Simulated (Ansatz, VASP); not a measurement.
AlN in VASP and in Ansatz

```
Al N
1.0
    -0.02685    2.18437    2.21156
     2.18908   -0.00605    2.19076
     2.19130    2.16578   -0.00827
Al N
1 1
Cartesian
  0.0473 2.1953 2.1908
  3.2556 3.3292 3.3139
```

Alike in both runs: task single point; functional PBE; k mesh 6 × 6 × 6; no spin polarisation.

|  | VASP | Ansatz |
| --- | --- | --- |
| version | VASP 6.6.1 | Ansatz 0.2.0 |
| potentials or method | VASP PAW PBE potentials, release 64 (Al, N), cutoff 600 eV | plane waves, PAW |
| occupations | gaussian, width 0.01 eV | fixed |
| valence electrons in the cell | 8 | 8 |

```csv
,VASP,Ansatz,Ansatz less VASP
pressure (GPa),3.1,3.5,+0.37
"traceless stress, the component that is largest in VASP (GPa)",-5.70,-5.68,+0.022
rms of the force components (eV/Å),0.764,0.762,-0.0017
```

Atom by atom the forces differ by 0.002 eV/Å (rms over components). Ansatz's warnings: stress scf threshold loose.
